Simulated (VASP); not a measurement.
# CoSi (rocksalt type) (Fm-3m) in VASP: further runs

CoSi (rocksalt type) is run at these levels: PBE; tasks: single point.

Everything below comes from runs of VASP 6.6.1. Logs are shortened: lines on timing, memory, paths and dates and some standing lists are left out, and cuts for length are marked.

### Step 1. The cell of the first run

The structure is cubic, space group Fm-3m (No. 225). Conventional cell: a = 4.663 Å, b = 4.663 Å, c = 4.663 Å, α = 90.00°, β = 90.00°, γ = 90.00°. Co (site symmetry m-3m) has 6 Si at 2.33 Å within 3.1 Å. Si (site symmetry m-3m) has 6 Co at 2.33 Å within 3.1 Å.

### Step 2. Single point, PBE (volume scaled by 1, to set the pressure)

INCAR reads:

```
PREC = Accurate ; ENCUT = 520
EDIFF = 1E-7 ; ISMEAR = -1
SIGMA = 0.05 ; LREAL = False
LASPH = True ; NELM = 60
ALGO = Normal ; ISIF = 2
LWAVE = False ; LCHARG = False
GGA = PE ; NBANDS = 14
```

KPOINTS reads:

```
regular mesh
0
Gamma
  14 14 14
```

POSCAR reads:

```
CoSi
1.0
    0.0000000000      2.3313245302      2.3313245302
    2.3313245302      0.0000000000      2.3313245302
    2.3313245302      2.3313245302      0.0000000000
Co Si
1 1
Direct
    0.0000000000      0.0000000000      0.0000000000
    0.5000000000      0.5000000000      0.5000000000
```

Potentials or basis: VASP PAW PBE potentials, release 64 (Co, Si).

Run with:

```
$ cat potpaw_PBE.64/Co/POTCAR potpaw_PBE.64/Si/POTCAR > POTCAR
$ mpirun -np 1 vasp_std > vasp.out
```

OUTCAR:

```text
PREC = Accurate
   ENCUT = 520
   EDIFF = 1E-7
   ISMEAR = -1
   LREAL = False
   LASPH = True
   NELM = 60
   ISIF = 2
   GGA = PE

 ion  position               nearest neighbor table
   1  0.000  0.000  0.000-   2 2.33   2 2.33   2 2.33   2 2.33   2 2.33   2 2.33
   2  0.500  0.500  0.500-   1 2.33   1 2.33   1 2.33   1 2.33   1 2.33   1 2.33

  LATTYP: Found a face centered cubic cell.
 ALAT       =     4.6626490604

  Lattice vectors:

 A1 = (   0.0000000000,   2.3313245302,   2.3313245302)
 A2 = (   2.3313245302,   0.0000000000,   2.3313245302)
 A3 = (   2.3313245302,   2.3313245302,   0.0000000000)

Analysis of symmetry for initial positions (statically):
=====================================================================
 Subroutine PRICEL returns:
 Original cell was already a primitive cell.

 Routine SETGRP: Setting up the symmetry group for a
 face centered cubic supercell.

 Subroutine GETGRP returns: Found 48 space group operations
 (whereof 48 operations were pure point group operations)
 out of a pool of 48 trial point group operations.

The static configuration has the point symmetry O_h .

Analysis of symmetry for dynamics (positions and initial velocities):
=====================================================================
 Subroutine PRICEL returns:
 Original cell was already a primitive cell.

 Routine SETGRP: Setting up the symmetry group for a
 face centered cubic supercell.

 Subroutine GETGRP returns: Found 48 space group operations
 (whereof 48 operations were pure point group operations)
 out of a pool of 48 trial point group operations.

The dynamic configuration has the point symmetry O_h .

 Subroutine INISYM returns: Found 48 space group operations
 (whereof 48 operations are pure point group operations),
 and found     1 'primitive' translations

----------------------------------------------------------------------------------------

                                     Primitive cell

  volume of cell :      25.3418

  direct lattice vectors                    reciprocal lattice vectors
     0.000000000  2.331324530  2.331324530    -0.214470355  0.214470355  0.214470355
     2.331324530  0.000000000  2.331324530     0.214470355 -0.214470355  0.214470355
     2.331324530  2.331324530  0.000000000     0.214470355  0.214470355 -0.214470355

  length of vectors
     3.296990769  3.296990769  3.296990769     0.371473552  0.371473552  0.371473552

  position of ions in fractional coordinates (direct lattice)
[... 88 lines left out ...]
   TEBEG  =    0.0;   TEEND  =   0.0 temperature during run
   PSTRESS=    0.0 pullay stress
   NELECT =      13.0000    total number of electrons
   NUPDOWN=      -1.0000    fix difference up-down
   EMIN   =  10.00;   EMAX   =-10.00  energy-range for DOS
   EFERMI =   0.00;   METHOD = LEGACY
   ISMEAR =    -1;   SIGMA  =   0.05  broadening in eV -4-tet -1-fermi 0-gaus
   EFERMI_NEDOS =   21; number of points for ismear=-14 and -15
   IALGO  =     38    algorithm
   IMIX   =      4    mixing-type and parameters
     AMIX     =   0.40;   BMIX     =  1.00
     AMIX_MAG =   1.60;   BMIX_MAG =  1.00
  volume/ion in A,a.u.               =      12.67        85.51
  Fermi-wavevector in a.u.,A,eV,Ry     =   1.310519  2.476521 23.367451  1.717459
  Thomas-Fermi vector in A             =   2.441043
   LORBIT       =      0    0 simple, 1 ext, 2 COOP (PROOUT), +10 PAW based schemes
   GGA     = PE    functional components
   LHFCALC =     F    Hartree Fock is set to
   AEXX    =    0.0000 exact exchange contribution
   IVDW    =     0    specifies the selected vdW correction
   LEPSILON=     F    determine dielectric tensor
   LRPA    =     F    only Hartree local field effects (RPA)
 non-spin polarized calculation
  energy-cutoff  :      520.00
  volume of cell :       25.34
 maximum number of plane-waves:       701
 NGX is ok and might be reduce to    28
   NGX = 13   NGY = 13   NGZ = 13

 number of electron      12.9999997 magnetization

 Free energy of the ion-electron system (eV)
  ---------------------------------------------------
  ext. energy  EPLUGINS =         0.00000000
  ---------------------------------------------------
  free energy    TOTEN  =       -12.28849738 eV

  energy without entropy =      -12.27662360  energy(sigma->0) =      -12.28256049

 E-fermi :   9.8103     XC(G=0): -12.0326

 val. band max:        9.7996370451   @ k =   0.4286   0.1429   0.0000
 cond. band min:       9.8290122435   @ k =  -0.3571   0.0714   0.0000
 fundamental gap:      0.0293751984
 Fermi energy:         9.8103096716

 k-point     1 :       0.0000    0.0000    0.0000
  band No.  band energies     occupation
      1      -2.3584      2.00000
      2       7.9133      2.00000
      3       7.9133      2.00000
      4       7.9133      2.00000
      5       7.9994      2.00000
      6       7.9994      2.00000
      7      14.2015      0.00000
      8      14.2015      0.00000
      9      14.2015      0.00000
     10      20.5531      0.00000
     11      20.5531      0.00000
     12      20.5531      0.00000
     13      21.8061      0.00000
     14      23.5661      0.00000
[... 377 lines left out ...]
      1      -0.8792      2.00000
      2       6.6929      2.00000
      3       7.1658      2.00000
      4       7.6348      2.00000
      5       8.2333      2.00000
      6       8.4724      2.00000
      7      11.2879      0.00000
      8      13.1316      0.00000
      9      14.9234      0.00000
     10      17.2970      0.00000
     11      18.5884      0.00000
     12      21.4091      0.00000
     13      21.4129      0.00000
     14      25.0636      0.00000

 [... further k-points ...]

------------------------ aborting loop because EDIFF is reached ----------------------------------------

  FORCE on cell =-STRESS in cart. coord.  units (eV):
  Direction    XX          YY          ZZ          XY          YZ          ZX
  --------------------------------------------------------------------------------------
  -------------------------------------------------------------------------------------
  Total       -0.0051378     -0.0051378     -0.0051378     -0.0000000     -0.0000000     -0.0000000
  in kB       -0.3248227     -0.3248227     -0.3248227     -0.0000000     -0.0000000     -0.0000000
  external PRESSURE =      -0.3248227 kB  Pullay stress =       0.0000000 kB

 VOLUME and BASIS-vectors are now :
 -----------------------------------------------------------------------------
  energy-cutoff  :      520.00
  volume of cell :       25.34
      direct lattice vectors                 reciprocal lattice vectors
     0.000000000  2.331324530  2.331324530    -0.214470355  0.214470355  0.214470355
     2.331324530  0.000000000  2.331324530     0.214470355 -0.214470355  0.214470355
     2.331324530  2.331324530  0.000000000     0.214470355  0.214470355 -0.214470355

 POSITION                                       TOTAL-FORCE (eV/Angst)
 -----------------------------------------------------------------------------------
      0.00000      0.00000      0.00000        -0.000000     -0.000000     -0.000000
      2.33132      2.33132      2.33132         0.000000      0.000000      0.000000
 -----------------------------------------------------------------------------------
    total drift:                               -0.000000      0.000000      0.000000

  FREE ENERGIE OF THE ION-ELECTRON SYSTEM (eV)
  ---------------------------------------------------
  free  energy   TOTEN  =       -12.2884973784 eV

  energy  without entropy=      -12.2766235951  energy(sigma->0) =      -12.28256049
```

stdout:

```text
POSCAR found type information on POSCAR CoSi
 POSCAR found :  2 types and       2 ions
 scaLAPACK will be used
 LDA part: xc-table for (Slater+PW92), standard interpolation
 POSCAR, INCAR and KPOINTS ok, starting setup
 FFT: planning ... GRIDC
 FFT: planning ... GRID_SOFT
 FFT: planning ... GRID
 WAVECAR not read
 entering main loop
```

Wall time 20 s (1 thread of Intel Xeon 6975P-C (Granite Rapids), shared host); peak memory 0.17 GiB.

Results:

| Property | Result |
| --- | --- |
| Free energy | -12.2885 eV |
| Pressure | 0.0 GPa |

Levels at points of the mesh, in eV from the Fermi level:
| k point | band 4 | band 5 | band 6 | band 7 | band 8 | band 9 |
| --- | --- | --- | --- | --- | --- | --- |
| (0.00, 0.00, 0.00) | -1.90 | -1.81 | -1.81 | 4.39 | 4.39 | 4.39 |
| (0.50, 0.00, 0.00) | -2.93 | -0.89 | -0.89 | -0.22 | 6.55 | 6.55 |
| (0.50, 0.50, 0.00) | -1.36 | -0.65 | -0.65 | 0.05 | 0.05 | 0.26 |

Caveat: the cell differs from its parent crystal (volume scaled by 1, to set the pressure).

### Step 3. Single point, PBE

INCAR reads:

```
SYSTEM = CoSi
PREC = Accurate
ENCUT = 520
EDIFF = 1E-6
ISMEAR = -1
SIGMA = 0.05
LREAL = .FALSE.
LASPH = .TRUE.
NELM = 80
ALGO = Normal
ISIF = 2
LWAVE = .FALSE.
LCHARG = .FALSE.
GGA = PE
NBANDS = 14
```

KPOINTS reads:

```
regular mesh
0
G
  14 14 14
  0 0 0
```

POSCAR is that of step 2.

Potentials or basis: VASP PAW PBE potentials, release 64 (Co, Si).

Run with:

```
$ cat potpaw_PBE.64/Co/POTCAR potpaw_PBE.64/Si/POTCAR > POTCAR
$ mpirun -np 1 vasp_std > vasp.out
```

OUTCAR:

```text
SYSTEM = CoSi
   PREC = Accurate
   ENCUT = 520
   EDIFF = 1E-6
   ISMEAR = -1
   LREAL = .FALSE.
   LASPH = .TRUE.
   NELM = 80
   ISIF = 2
   GGA = PE

 ion  position               nearest neighbor table
   1  0.000  0.000  0.000-   2 2.33   2 2.33   2 2.33   2 2.33   2 2.33   2 2.33
   2  0.500  0.500  0.500-   1 2.33   1 2.33   1 2.33   1 2.33   1 2.33   1 2.33

  LATTYP: Found a face centered cubic cell.
 ALAT       =     4.6626490604

  Lattice vectors:

[... 593 lines left out ...]
 [... further k-points ...]

------------------------ aborting loop because EDIFF is reached ----------------------------------------

  FORCE on cell =-STRESS in cart. coord.  units (eV):
  Direction    XX          YY          ZZ          XY          YZ          ZX
  --------------------------------------------------------------------------------------
  -------------------------------------------------------------------------------------
  Total       -0.0038475     -0.0038475     -0.0038475      0.0000000      0.0000000      0.0000000
  in kB       -0.2432497     -0.2432497     -0.2432497      0.0000000      0.0000000      0.0000000
  external PRESSURE =      -0.2432497 kB  Pullay stress =       0.0000000 kB

 VOLUME and BASIS-vectors are now :
 -----------------------------------------------------------------------------
  energy-cutoff  :      520.00
  volume of cell :       25.34
      direct lattice vectors                 reciprocal lattice vectors
     0.000000000  2.331324530  2.331324530    -0.214470355  0.214470355  0.214470355
     2.331324530  0.000000000  2.331324530     0.214470355 -0.214470355  0.214470355
     2.331324530  2.331324530  0.000000000     0.214470355  0.214470355 -0.214470355

 POSITION                                       TOTAL-FORCE (eV/Angst)
 -----------------------------------------------------------------------------------
      0.00000      0.00000      0.00000         0.000000     -0.000000      0.000000
      2.33132      2.33132      2.33132        -0.000000      0.000000     -0.000000
 -----------------------------------------------------------------------------------
    total drift:                               -0.000000      0.000000      0.000000

  FREE ENERGIE OF THE ION-ELECTRON SYSTEM (eV)
  ---------------------------------------------------
  free  energy   TOTEN  =       -12.2884973772 eV

  energy  without entropy=      -12.2766236171  energy(sigma->0) =      -12.28256050
```

OSZICAR:

```text
N       E                     dE             d eps       ncg     rms          rms(c)
DAV:   1     0.444215448273E+02    0.44422E+02   -0.53254E+03  2912   0.926E+02
DAV:   2    -0.113535392429E+02   -0.55775E+02   -0.51084E+02  3164   0.182E+02
DAV:   3    -0.135277218532E+02   -0.21742E+01   -0.21350E+01  3674   0.396E+01
DAV:   4    -0.135597407638E+02   -0.32019E-01   -0.32005E-01  3406   0.442E+00
DAV:   5    -0.135606884564E+02   -0.94769E-03   -0.94766E-03  3746   0.815E-01    0.123E+01
DAV:   6    -0.169234020800E+02   -0.33627E+01   -0.47814E+01  3026   0.908E+01    0.176E+01
DAV:   7    -0.122877285691E+02    0.46357E+01   -0.20962E+01  3266   0.631E+01    0.189E+00
DAV:   8    -0.122945624145E+02   -0.68338E-02   -0.24125E-01  3410   0.371E+00    0.117E+00
DAV:   9    -0.122885519591E+02    0.60105E-02   -0.30316E-02  3934   0.204E+00    0.214E-01
DAV:  10    -0.122885503600E+02    0.15991E-05   -0.21044E-03  4154   0.589E-01    0.120E-01
DAV:  11    -0.122885013185E+02    0.49041E-04   -0.45104E-04  3920   0.246E-01    0.254E-02
DAV:  12    -0.122884985098E+02    0.28088E-05   -0.93190E-06  3390   0.282E-02    0.550E-03
DAV:  13    -0.122884973505E+02    0.11593E-05   -0.18428E-06  1924   0.121E-02    0.254E-03
DAV:  14    -0.122884973772E+02   -0.26711E-07   -0.17449E-07  1642   0.353E-03
   1 F= -.12288497E+02 E0= -.12282560E+02  d E =-.118738E-01
```

stdout:

```text
POSCAR found type information on POSCAR CoSi
 POSCAR found :  2 types and       2 ions
 scaLAPACK will be used
 LDA part: xc-table for (Slater+PW92), standard interpolation
 POSCAR, INCAR and KPOINTS ok, starting setup
 FFT: planning ... GRIDC
 FFT: planning ... GRID_SOFT
 FFT: planning ... GRID
 WAVECAR not read
 entering main loop
```

It took 19 s on 1 thread of Intel Xeon 6975P-C (Granite Rapids), shared host; peak memory 0.17 GiB.

What came out:

| Quantity | Value |
| --- | --- |
| Free energy | -12.2885 eV |
| Pressure | 0.0 GPa |

### Step 4. Single point, PBE

INCAR reads:

```
SYSTEM = CoSi
PREC     = Accurate       ! precision mode
ENCUT    = 520            ! plane-wave cutoff, eV
EDIFF    = 1E-6           ! SCF threshold, eV
ISMEAR   = -1             ! smearing method
SIGMA    = 0.05           ! smearing width, eV
LREAL    = .False.        ! projectors in reciprocal space
LASPH    = .True.         ! aspherical terms in the spheres
NELM     = 80             ! most SCF steps
ALGO     = Normal         ! electronic algorithm
ISIF     = 2              ! what is computed and relaxed
LWAVE    = .False.        ! write WAVECAR
LCHARG   = .True.         ! write CHGCAR
GGA      = PE             ! functional
LELF     = .True.         ! ELF
LVHAR    = .True.       
NBANDS   = 14             ! bands
```

KPOINTS reads:

```
regular mesh
0
Gamma
  15 15 15
  0 0 0
```

POSCAR is that of step 3.

Run with:

```
$ cat potpaw_PBE.64/Co/POTCAR potpaw_PBE.64/Si/POTCAR > POTCAR
$ mpirun -np 1 vasp_std > vasp.out
```

Wall time 23 s (1 thread of Intel Xeon 6975P-C (Granite Rapids), shared host); peak memory 0.18 GiB.

Results (log left out):

| Quantity | Value |
| --- | --- |
| Free energy | -12.2885 eV |
| Pressure | 0.0 GPa |

Levels at points of the mesh, in eV from the Fermi level:
| k point | band 3 | band 4 | band 5 | band 6 | band 7 | band 8 | band 9 | band 10 |
| --- | --- | --- | --- | --- | --- | --- | --- | --- |
| (0.00, 0.00, 0.00) | -1.90 | -1.90 | -1.81 | -1.81 | 4.39 | 4.39 | 4.39 | 10.74 |

Spin polarisation is off, so any magnetic state and its effect on volume and gap are missing.
